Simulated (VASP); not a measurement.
# ZnSe (Stilleite) (F-43m) in VASP: settings compared, part 2 of 2

VASP 6.6.1. The steps go on from the part before.

**3. Relaxation of cell and atoms, r2SCAN**

POSCAR

```
ZnSe
1.0
    0.0000000000      2.8659201920      2.8659201920
    2.8659201920      0.0000000000      2.8659201920
    2.8659201920      2.8659201920      0.0000000000
Zn Se
1 1
Direct
    0.0000000000      0.0000000000      0.0000000000
    0.2500000000      0.2500000000      0.2500000000
```

INCAR.step1

```
SYSTEM = ZnSe
  ALGO = Normal
  EDIFF = 1E-4
  ENCUT = 600
  GGA = PE
  ISMEAR = -1
  LASPH = .TRUE.
  LCHARG = .FALSE.
  LREAL = .FALSE.
  LWAVE = .TRUE.
  NELM = 100
  PREC = Accurate
  SIGMA = 0.02
```

INCAR.step2

```
SYSTEM = ZnSe
  ALGO = Normal
  EDIFF = 1E-7
  EDIFFG = -0.005
  ENCUT = 600
  IBRION = 2
  ISIF = 3
  ISMEAR = -1
  ISTART = 1
  LASPH = .TRUE.
  LCHARG = .FALSE.
  LMIXTAU = .TRUE.
  LREAL = .FALSE.
  LWAVE = .FALSE.
  METAGGA = R2SCAN
  NELM = 100
  NSW = 80
  PREC = Accurate
  SIGMA = 0.02
```

KPOINTS

```
k-points
0
G
  8 8 8
  0 0 0
```

Potentials or basis: VASP PAW PBE potentials, release 64 (Zn, Se).

Started as:

```console
cat potpaw_PBE.64/Zn/POTCAR potpaw_PBE.64/Se/POTCAR > POTCAR
cp INCAR.step1 INCAR
mpirun -np 1 vasp_std > vasp.out
cp INCAR.step2 INCAR
mpirun -np 1 vasp_std > vasp.out
```

OUTCAR:

```text
SYSTEM = ZnSe
   EDIFF = 1E-7
   EDIFFG = -0.005
   ENCUT = 600
   IBRION = 2
   ISIF = 3
   ISMEAR = -1
   ISTART = 1
   LASPH = .TRUE.
   LREAL = .FALSE.
   METAGGA = R2SCAN
   NELM = 100
   NSW = 80
   PREC = Accurate

 ion  position               nearest neighbor table
   1  0.000  0.000  0.000-   2 2.48   2 2.48   2 2.48   2 2.48
   2  0.250  0.250  0.250-   1 2.48   1 2.48   1 2.48   1 2.48

  LATTYP: Found a face centered cubic cell.
 ALAT       =     5.7318403840

  Lattice vectors:

 A1 = (   0.0000000000,   2.8659201920,   2.8659201920)
 A2 = (   2.8659201920,   0.0000000000,   2.8659201920)
 A3 = (   2.8659201920,   2.8659201920,   0.0000000000)

Analysis of symmetry for initial positions (statically):
[... 5 lines left out ...]
 face centered cubic supercell.

 Subroutine GETGRP returns: Found 24 space group operations
 (whereof 24 operations were pure point group operations)
 out of a pool of 48 trial point group operations.

The static configuration has the point symmetry T_d .

Analysis of symmetry for dynamics (positions and initial velocities):
[... 5 lines left out ...]
 face centered cubic supercell.

 Subroutine GETGRP returns: Found 24 space group operations
 (whereof 24 operations were pure point group operations)
 out of a pool of 48 trial point group operations.

The dynamic configuration has the point symmetry T_d .
[... 155 lines left out ...]
  Total       -0.6130483     -0.6130483     -0.6130483      0.0000000      0.0000000      0.0000000
  in kB      -20.8632994    -20.8632994    -20.8632994      0.0000000      0.0000000      0.0000000
  external PRESSURE =     -20.8632994 kB  Pullay stress =       0.0000000 kB
[... 95 lines left out ...]
--------------------------------------- Ionic step        4  -------------------------------------------

 number of electron      17.9999991 magnetization

 Free energy of the ion-electron system (eV)
  ---------------------------------------------------
  ext. energy  EPLUGINS =         0.00000000
  ---------------------------------------------------
  free energy    TOTEN  =       -24.91141273 eV

  energy without entropy =      -24.91141273  energy(sigma->0) =      -24.91141273

 E-fermi :   1.7085     XC(G=0):  -9.9212

 val. band max:        1.3006550704   @ k =   0.0000   0.0000   0.0000
 cond. band min:       3.1695245162   @ k =   0.0000   0.0000   0.0000
 fundamental gap:      1.8688694458
 Fermi energy:         1.7084591510

 k-point     1 :       0.0000    0.0000    0.0000
  band No.  band energies     occupation
      1     -12.4146      2.00000
      2      -5.3957      2.00000
      3      -5.3957      2.00000
      4      -5.3957      2.00000
      5      -4.9877      2.00000
      6      -4.9877      2.00000
      7       1.3006      2.00000
      8       1.3007      2.00000
      9       1.3007      2.00000
     10       3.1695      0.00000
     11       7.6163      0.00000
     12       7.6165      0.00000
     13       7.6165      0.00000
[... 354 lines left out ...]
  band No.  band energies     occupation
      1     -11.4628      2.00000
      2      -5.2805      2.00000
      3      -5.2441      2.00000
      4      -5.0225      2.00000
      5      -4.9816      2.00000
      6      -4.7817      2.00000
      7      -3.6484      2.00000
      8      -1.1289      2.00000
      9      -0.1876      2.00000
     10       6.0321      0.00000
     11       7.2643      0.00000
     12       9.2618      0.00000
     13      10.5377      0.00000

 [... further k-points ...]
[... 5 lines left out ...]
  --------------------------------------------------------------------------------------
  -------------------------------------------------------------------------------------
  Total       -0.0012485     -0.0012485     -0.0012485     -0.0000000      0.0000000     -0.0000000
  in kB       -0.0439626     -0.0439626     -0.0439626     -0.0000000      0.0000000     -0.0000000
  external PRESSURE =      -0.0439626 kB  Pullay stress =       0.0000000 kB
[... 17 lines left out ...]
  FREE ENERGIE OF THE ION-ELECTRON SYSTEM (eV)
  ---------------------------------------------------
  free  energy   TOTEN  =       -24.9114127265 eV

  energy  without entropy=      -24.9114127265  energy(sigma->0) =      -24.91141273

 reached required accuracy - stopping structural energy minimisation
```

It took 1.7 min on 1 thread of Intel Xeon 6975P-C (Granite Rapids), shared host; peak memory 0.21 GiB.

Results:

```
Free energy                            : -24.9114 eV
Relaxed volume                         : 22.75 Å³/atom
Relaxed cell                           : a = 4.007 Å, b = 4.007 Å, c = 4.007 Å, α = 60.00°, β = 60.00°, γ = 60.00°
Space group after relaxing (to 0.05 Å) : F-43m (No. 216)
Energy gained by relaxing              : 5.7 meV/atom
Ionic steps                            : 4
Pressure after relaxing                : 0.0 GPa
Band gap on the k mesh                 : 1.87 eV, direct
```

Step by step:
```csv
step,energy change (eV),largest force (eV/Å),pressure (GPa),volume (Å³)
1,0.0000,0.0000,-2.09,47.08
2,-0.0105,0.0000,0.70,45.02
3,-0.0113,0.0000,0.08,45.44
4,-0.0113,0.0000,0.00,45.50
```

Final structure:
```yaml
crystal:
  lattice:
    - [0.00000, 2.83350, 2.83350]
    - [2.83350, 0.00000, 2.83350]
    - [2.83350, 2.83350, 0.00000]
  atoms:
    - { symbol: Zn, position: [0.00000, 0.00000, 0.00000] }
    - { symbol: Se, position: [0.25000, 0.25000, 0.25000] }
```

Caveat: the PAW data sets were made with another functional, which shifts forces and pressure a little.

**4. Single point, PBE, non-collinear spin, zero start, spin-orbit coupling**

This run uses another cell than the first one, of 22.72 Å³/atom, 0.965 times its volume.

INCAR

```
SYSTEM = ZnSe
ALGO = Normal
EDIFF = 1E-6
ENCUT = 520
GGA = PE
GGA_COMPAT = .False.
ISIF = 2
ISMEAR = -1
LASPH = .True.
LCHARG = .False.
LNONCOLLINEAR = .True.
LORBIT = 11
LORBMOM = .True.
LREAL = .False.
LSORBIT = .True.
LWAVE = .False.
MAGMOM = 0 0 0 0 0 0
NBANDS = 30
NELM = 150
PREC = Accurate
SIGMA = 0.02
```

KPOINTS

```
k-points
0
Gamma
  8 8 8
  0 0 0
```

POSCAR

```
ZnSe
1.0
    0.0000000000      2.8324246721      2.8324246721
    2.8324246721      0.0000000000      2.8324246721
    2.8324246721      2.8324246721      0.0000000000
Zn Se
1 1
Direct
    0.0000000000      0.0000000000      0.0000000000
    0.2500000000      0.2500000000      0.2500000000
```

Started as:

```console
cat potpaw_PBE.64/Zn/POTCAR potpaw_PBE.64/Se/POTCAR > POTCAR
mpirun -np 1 vasp_ncl > vasp.out
```

It took 75 s on 1 thread of Intel Xeon 6975P-C (Granite Rapids), shared host; peak memory 0.32 GiB.

Results (log left out):

- Free energy: -6.0417 eV
- Pressure: 2.5 GPa
- Net moment: 0.00 μB per cell
- Valence electrons inside the program's atomic spheres: Zn 10.77; Se 3.90

Moments on the atoms (μB; x, y, z):
```
Zn  0.00 0.00 0.00
Se  0.00 0.00 0.00
```

**5. The runs side by side**

```tsv
task	level	potentials or basis	spin	cell	cutoff (eV)	gap on the mesh (eV)	pressure (GPa)	relaxed volume (Å³/atom)
relaxation of cell and atoms	LDA	VASP PAW LDA potentials, release 64 (Zn, Se)	off	relaxed from a = 4.053 Å, angles 60.0°, 2 atoms	600	1.27	0.0	21.66
relaxation of cell and atoms	r2SCAN	VASP PAW PBE potentials, release 64 (Zn, Se)	off	relaxed from a = 4.053 Å, angles 60.0°, 2 atoms	600	1.87	0.0	22.75
single point	PBE	VASP PAW PBE potentials, release 64 (Zn, Se)	non-collinear, zero start, SOC	a = 4.006 Å, angles 60.0°, 2 atoms	520	-	2.5	-
```

Alike in all rows: k mesh 8 × 8 × 8; smearing fermi-dirac 0.02 eV.

Caveats: the PAW data sets were made with another functional, which shifts forces and pressure a little (some runs).

Absolute energies hang on the potentials; compare differences alone.
